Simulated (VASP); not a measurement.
Here is a VASP 6.6.1 calculation.

File INCAR:

```
SYSTEM = TaAl5
  PREC = Accurate
  ENCUT = 600
  EDIFF = 1E-6
  ISMEAR = 0
  SIGMA = 0.1
  LREAL = .False.
  LASPH = .True.
  NELM = 100
  ALGO = Fast
  ISIF = 3
  LWAVE = .False.
  LCHARG = .False.
  GGA = PE
  IBRION = 2
  NSW = 90
  EDIFFG = -0.04
```

The input KPOINTS:

```
regular mesh
0
Gamma
  4 4 4
  0 0 0
```

Contents of POSCAR:

```
TaAl5
1.0
    4.5485397800      0.0000000000      0.0000000000
    0.0000000000      4.5485397800      0.0000000000
    0.0000000000      0.0000000000      5.2514212700
Ta Al
1 5
Direct
    0.0000000000      0.0000000000      0.5000000000
    0.7009663800      0.7009663800      0.5000000000
    0.2990336200      0.2990336200      0.5000000000
    0.2990336200      0.7009663800      0.5000000000
    0.7009663800      0.2990336200      0.5000000000
    0.0000000000      0.0000000000      0.0000000000
```

Potentials or basis: VASP PAW PBE potentials, release 64 (Ta_pv, Al).

Command:

```sh
$ cat potpaw_PBE.64/Ta_pv/POTCAR potpaw_PBE.64/Al/POTCAR > POTCAR
$ mpirun -np 1 vasp_std > vasp.out
```

**Question.** Predict the band gap on the k mesh.

**Answer.** Zero (band 13 reaches 1.99 eV, above the bottom of band 14 at 1.23 eV).

**Question.** Estimate the space group after relaxing (to 0.05 Å).

**Answer.** P4/mmm (No. 123).

**Question.** Estimate the relaxed cell.

**Answer.** a = 6.317 Å, b = 6.317 Å, c = 5.168 Å, α = 90.00°, β = 90.00°, γ = 90.00°.

Final structure:
```cif
data_structure
_symmetry_space_group_name_H-M 'P 1'
_symmetry_Int_Tables_number 1
_cell_length_a 6.3173
_cell_length_b 6.3173
_cell_length_c 5.1683
_cell_angle_alpha 90.000
_cell_angle_beta 90.000
_cell_angle_gamma 90.000
_cell_volume 206.26
loop_
_atom_site_label
_atom_site_type_symbol
_atom_site_fract_x
_atom_site_fract_y
_atom_site_fract_z
_atom_site_occupancy
Ta1 Ta 0.00000 0.00000 0.50000 1
Al1 Al 0.71582 0.71582 0.50000 1
Al2 Al 0.28418 0.28418 0.50000 1
Al3 Al 0.28418 0.71582 0.50000 1
Al4 Al 0.71582 0.28418 0.50000 1
Al5 Al 0.00000 0.00000 0.00000 1
```

Caveat: spin-orbit coupling is left out, which moves the levels of the heavy elements.
